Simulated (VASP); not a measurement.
# MgO (zincblende type) (F-43m) in VASP: further runs, part 2 of 2

VASP 6.6.1.

## (4) Single point, r2SCAN (volume scaled by 0.72)

File POSCAR:

```
MgO
1.0
    0.0000000000      2.0455540873      2.0455540873
    2.0455540873      0.0000000000      2.0455540873
    2.0455540873      2.0455540873      0.0000000000
Mg O
1 1
Direct
    0.0000000000      0.0000000000      0.0000000000
    0.2500000000      0.2500000000      0.2500000000
```

File INCAR.step1:

```
SYSTEM = MgO
ALGO     = Normal         ! electronic algorithm
EDIFF    = 1E-4           ! SCF threshold, eV
ENCUT    = 520            ! plane-wave cutoff, eV
GGA      = PE             ! functional
ISMEAR   = -1             ! smearing method
LASPH    = .True.         ! aspherical terms in the spheres
LCHARG   = .False.        ! write CHGCAR
LREAL    = .False.        ! projectors in reciprocal space
LWAVE    = .True.         ! write WAVECAR
NBANDS   = 11             ! bands
NELM     = 100            ! most SCF steps
PREC     = Accurate       ! precision mode
SIGMA    = 0.1            ! smearing width, eV
```

File INCAR.step2:

```
SYSTEM = MgO
ALGO     = Normal         ! electronic algorithm
EDIFF    = 1E-6           ! SCF threshold, eV
ENCUT    = 520            ! plane-wave cutoff, eV
ISIF     = 2              ! what is computed and relaxed
ISMEAR   = -1             ! smearing method
ISTART   = 1            
LASPH    = .True.         ! aspherical terms in the spheres
LCHARG   = .False.        ! write CHGCAR
LMIXTAU  = .True.       
LREAL    = .False.        ! projectors in reciprocal space
LWAVE    = .False.        ! write WAVECAR
METAGGA  = R2SCAN         ! meta-GGA
NBANDS   = 11             ! bands
NELM     = 100            ! most SCF steps
PREC     = Accurate       ! precision mode
SIGMA    = 0.1            ! smearing width, eV
```

File KPOINTS:

```
k-points
0
Gamma
  16 16 16
  0 0 0
```

Potentials or basis: VASP PAW PBE potentials, release 64 (Mg, O).

Started as:

```
> cat potpaw_PBE.64/Mg/POTCAR potpaw_PBE.64/O/POTCAR > POTCAR
> cp INCAR.step1 INCAR
> mpirun -np 1 vasp_std > vasp.out
> cp INCAR.step2 INCAR
> mpirun -np 1 vasp_std > vasp.out
```

OUTCAR:

```text
SYSTEM = MgO
   EDIFF = 1E-6
   ENCUT = 520
   ISIF = 2
   ISMEAR = -1
   ISTART = 1
   LASPH = .True.
   LREAL = .False.
   METAGGA = R2SCAN
   NELM = 100
   PREC = Accurate

 ion  position               nearest neighbor table
   1  0.000  0.000  0.000-   2 1.77   2 1.77   2 1.77   2 1.77
   2  0.250  0.250  0.250-   1 1.77   1 1.77   1 1.77   1 1.77

  LATTYP: Found a face centered cubic cell.
 ALAT       =     4.0911081746

  Lattice vectors:

 A1 = (   0.0000000000,   2.0455540873,   2.0455540873)
 A2 = (   2.0455540873,   0.0000000000,   2.0455540873)
 A3 = (   2.0455540873,   2.0455540873,   0.0000000000)

Analysis of symmetry for initial positions (statically):
=====================================================================
 Subroutine PRICEL returns:
 Original cell was already a primitive cell.

 Routine SETGRP: Setting up the symmetry group for a
 face centered cubic supercell.

 Subroutine GETGRP returns: Found 24 space group operations
 (whereof 24 operations were pure point group operations)
 out of a pool of 48 trial point group operations.

The static configuration has the point symmetry T_d .

Analysis of symmetry for dynamics (positions and initial velocities):
=====================================================================
 Subroutine PRICEL returns:
 Original cell was already a primitive cell.

 Routine SETGRP: Setting up the symmetry group for a
 face centered cubic supercell.

 Subroutine GETGRP returns: Found 24 space group operations
 (whereof 24 operations were pure point group operations)
 out of a pool of 48 trial point group operations.

The dynamic configuration has the point symmetry T_d .

 Subroutine INISYM returns: Found 24 space group operations
 (whereof 24 operations are pure point group operations),
 and found     1 'primitive' translations

----------------------------------------------------------------------------------------

                                     Primitive cell

  volume of cell :      17.1184

  direct lattice vectors                    reciprocal lattice vectors
     0.000000000  2.045554087  2.045554087    -0.244432549  0.244432549  0.244432549
     2.045554087  0.000000000  2.045554087     0.244432549 -0.244432549  0.244432549
     2.045554087  2.045554087  0.000000000     0.244432549  0.244432549 -0.244432549

  length of vectors
     2.892850333  2.892850333  2.892850333     0.423369594  0.423369594  0.423369594

  position of ions in fractional coordinates (direct lattice)
     0.000000000  0.000000000  0.000000000
     0.250000000  0.250000000  0.250000000

  ion indices of the primitive-cell ions
   primitive index   ion index
                 1           1
                 2           2

----------------------------------------------------------------------------------------

 KPOINTS: k-points

Automatic generation of k-mesh.
 Grid dimensions read from file:
 generate k-points for:   16   16   16

 Generating k-lattice:

  Cartesian coordinates                     Fractional coordinates (reciprocal lattice)
    -0.015277034  0.015277034  0.015277034     0.062500000  0.000000000  0.000000000
     0.015277034 -0.015277034  0.015277034     0.000000000  0.062500000  0.000000000
     0.015277034  0.015277034 -0.015277034     0.000000000  0.000000000  0.062500000

  Length of vectors
     0.026460600  0.026460600  0.026460600

  Shift w.r.t. Gamma in fractional coordinates (k-lattice)
     0.000000000  0.000000000  0.000000000

 Subroutine IBZKPT returns following result:
 ===========================================

 Found    145 irreducible k-points:

 Following reciprocal coordinates:
            Coordinates               Weight
  0.000000  0.000000  0.000000      1.000000
  0.062500  0.000000  0.000000      8.000000
  0.125000  0.000000  0.000000      8.000000
  0.187500  0.000000  0.000000      8.000000
  0.250000  0.000000  0.000000      8.000000
  0.312500  0.000000  0.000000      8.000000
[... 16 lines left out ...]
 -0.125000  0.062500  0.000000     24.000000
 -0.062500  0.062500  0.000000     12.000000
 [... further k-points ...]
   k-points           NKPTS =    145   k-points in BZ     NKDIM =    145   number of bands    NBANDS=     11
   number of dos      NEDOS =    301   number of ions     NIONS =      2
   total plane-waves  NPLWV =  13824
   dimension x,y,z NGX =    24 NGY =   24 NGZ =   24
   dimension x,y,z NGXF=    48 NGYF=   48 NGZF=   48
   ions per type =               1   1
   NGX,Y,Z   is equivalent  to a cutoff of  13.79, 13.79, 13.79 a.u.
   NGXF,Y,Z  is equivalent  to a cutoff of  27.58, 27.58, 27.58 a.u.
 SYSTEM =  MgO
   PREC   = accura    normal or accurate (medium, high low for compatibility)
   ISTART =      1    job   : 0-new  1-cont  2-samecut
   ICHARG =      0    charge: 1-file 2-atom 10-const
   ISPIN  =      1    spin polarized calculation?
   LNONCOLLINEAR =      F non collinear calculations
   LSORBIT =      F    spin-orbit coupling
   LASPH  =      T    aspherical Exc in radial PAW
   ENCUT  =  520.0 eV  38.22 Ry    6.18 a.u.   5.38  5.38  5.38*2*pi/ulx,y,z
   NELM   =    100;   NELMIN=  2; NELMDL=  0     # of ELM steps
   EDIFF  = 0.1E-05   stopping-criterion for ELM
   LREAL  =      F    real-space projection
   EDIFFG = 0.1E-04   stopping-criterion for IOM
   NSW    =      0    number of steps for IOM
   IBRION =     -1    ionic relax: 0-MD 1-quasi-New 2-CG
   NFREE  =      0    steps in history (QN), initial steepest desc. (CG)
   ISIF   =      2    stress and relaxation
   ISYM   =      2    0-nonsym 1-usesym 2-fastsym
   POTIM  = 0.5000    time-step for ionic-motion
   TEBEG  =    0.0;   TEEND  =   0.0 temperature during run
   PSTRESS=    0.0 pullay stress
   NELECT =       8.0000    total number of electrons
   NUPDOWN=      -1.0000    fix difference up-down
   EMIN   =  10.00;   EMAX   =-10.00  energy-range for DOS
   EFERMI =   0.00;   METHOD = LEGACY
   ISMEAR =    -1;   SIGMA  =   0.10  broadening in eV -4-tet -1-fermi 0-gaus
   EFERMI_NEDOS =   21; number of points for ismear=-14 and -15
   IALGO  =     38    algorithm
   IMIX   =      4    mixing-type and parameters
     AMIX     =   0.40;   BMIX     =  1.00
     AMIX_MAG =   1.60;   BMIX_MAG =  1.00
  volume/ion in A,a.u.               =       8.56        57.76
  Fermi-wavevector in a.u.,A,eV,Ry     =   1.270429  2.400763 21.959678  1.613991
  Thomas-Fermi vector in A             =   2.403417
   LORBIT       =      0    0 simple, 1 ext, 2 COOP (PROOUT), +10 PAW based schemes
   METAGGA = R2SCAN    functional components
   LHFCALC =     F    Hartree Fock is set to
   AEXX    =    0.0000 exact exchange contribution
   IVDW    =     0    specifies the selected vdW correction
   LEPSILON=     F    determine dielectric tensor
   LRPA    =     F    only Hartree local field effects (RPA)
 non-spin polarized calculation
  energy-cutoff  :      520.00
  volume of cell :       17.12
 maximum number of plane-waves:       477
 NGX is ok and might be reduce to    24
   NGX = 11   NGY = 11   NGZ = 11

 number of electron       7.9999997 magnetization

 Free energy of the ion-electron system (eV)
  ---------------------------------------------------
  ext. energy  EPLUGINS =         0.00000000
  ---------------------------------------------------
  free energy    TOTEN  =       -14.58329829 eV

  energy without entropy =      -14.58329829  energy(sigma->0) =      -14.58329829

 E-fermi :   4.6680     XC(G=0): -11.7806

 val. band max:        2.3688856666   @ k =  -0.1250   0.1250   0.0000
 cond. band min:       8.9723112455   @ k =   0.0000   0.0000   0.0000
 fundamental gap:      6.6034255788
 Fermi energy:         4.6680190678

 k-point     1 :       0.0000    0.0000    0.0000
  band No.  band energies     occupation
      1     -15.5994      2.00000
      2       2.3557      2.00000
      3       2.3557      2.00000
      4       2.3557      2.00000
      5       8.9723      0.00000
      6      24.2375      0.00000
      7      24.2376      0.00000
      8      24.2376      0.00000
      9      27.1084      0.00000
     10      27.1085      0.00000
     11      28.2131      0.00000
[... 309 lines left out ...]
 k-point    24 :      -0.0625    0.0625    0.0000
  band No.  band energies     occupation
      1     -15.4881      2.00000
      2       1.8305      2.00000
      3       2.2812      2.00000
      4       2.3643      2.00000
      5       9.5897      0.00000
      6      23.0470      0.00000
      7      23.9006      0.00000
      8      24.0124      0.00000
      9      25.3761      0.00000
     10      26.4568      0.00000
     11      28.5775      0.00000

 [... further k-points ...]

------------------------ aborting loop because EDIFF is reached ----------------------------------------

  FORCE on cell =-STRESS in cart. coord.  units (eV):
  Direction    XX          YY          ZZ          XY          YZ          ZX
  --------------------------------------------------------------------------------------
  -------------------------------------------------------------------------------------
  Total        8.7116516      8.7116516      8.7116516     -0.0000000      0.0000000     -0.0000000
  in kB      815.3577117    815.3577117    815.3577117     -0.0000000      0.0000000     -0.0000000
  external PRESSURE =     815.3577117 kB  Pullay stress =       0.0000000 kB

 VOLUME and BASIS-vectors are now :
 -----------------------------------------------------------------------------
  energy-cutoff  :      520.00
  volume of cell :       17.12
      direct lattice vectors                 reciprocal lattice vectors
     0.000000000  2.045554087  2.045554087    -0.244432549  0.244432549  0.244432549
     2.045554087  0.000000000  2.045554087     0.244432549 -0.244432549  0.244432549
     2.045554087  2.045554087  0.000000000     0.244432549  0.244432549 -0.244432549

 POSITION                                       TOTAL-FORCE (eV/Angst)
 -----------------------------------------------------------------------------------
      0.00000      0.00000      0.00000         0.000000     -0.000000     -0.000000
      1.02278      1.02278      1.02278        -0.000000      0.000000      0.000000
 -----------------------------------------------------------------------------------
    total drift:                               -0.000007     -0.000007     -0.000007

  FREE ENERGIE OF THE ION-ELECTRON SYSTEM (eV)
  ---------------------------------------------------
  free  energy   TOTEN  =       -14.5832982932 eV

  energy  without entropy=      -14.5832982931  energy(sigma->0) =      -14.58329829
```

It took 34 s on 1 thread of Intel Xeon 6975P-C (Granite Rapids), shared host; peak memory 0.16 GiB.

What came out:

```
Free energy            : -14.5833 eV
Pressure               : 81.5 GPa
Band gap on the k mesh : 6.60 eV, indirect (least direct gap 6.62 eV)
```

Caveat: the PAW data sets were made with another functional, which shifts forces and pressure a little.
